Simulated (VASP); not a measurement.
Set up this calculation in VASP 6.6.1, as the native input.

- Task: single point
- Functional: PBEsol
- Potentials or basis: VASP PAW PBE potentials, release 64 (W_sv)
- Cutoff: 520 eV
- k mesh: 26 × 26 × 26
- Occupations: gaussian, width 0.15 eV
- Spin: no spin polarisation
- Dipole correction: no
- Further INCAR settings: ALGO = Fast; EDIFF = 1e-07; NBANDS = 13

The structure of W lies in POSCAR:

```
W
1.0
   -1.5771801398      1.4983211328      1.5771801398
    1.5771801398     -1.4983211328      1.5771801398
    1.5771801398      1.4983211328     -1.5771801398
W
1
Direct
    0.0000000000      0.0000000000      0.0000000000
```

This cell differs from its parent crystal: strain -0.0500 x Voigt [0, 1, 0, 0, 0, 0].

These files were run (other wordings do the same):

INCAR

```
SYSTEM = W
PREC = Accurate
ENCUT = 520
EDIFF = 1E-7
ISMEAR = 0
SIGMA = 0.15
LREAL = .False.
LASPH = .True.
NELM = 80
ALGO = Fast
ISIF = 2
LWAVE = .False.
LCHARG = .False.
GGA = PS
NBANDS = 13
```

KPOINTS

```
Automatic mesh
0
Gamma
  26 26 26
  0 0 0
```

Potentials or basis: VASP PAW PBE potentials, release 64 (W_sv).

Run with:

```bash
$ cat potpaw_PBE.64/W_sv/POTCAR > POTCAR
$ mpirun -np 1 vasp_std > vasp.out
```

Results of the run:

* Pressure: 19.8 GPa
* Band gap on the k mesh: zero (bands 7 and 8 overlap by 6.91 eV)

Caveat: the cell differs from its parent crystal (strain -0.0500 x Voigt [0, 1, 0, 0, 0, 0]); the stress differs along the axes, from 13 to 33 GPa; the PAW data sets were made with another functional, which shifts forces and pressure a little; spin-orbit coupling is left out, which moves the levels of the heavy elements.

Run time: 2.1 min on 1 thread of Intel(R) Xeon(R) Platinum 8488C (Sapphire Rapids), with other jobs on the host, peak memory 0.34 GiB.
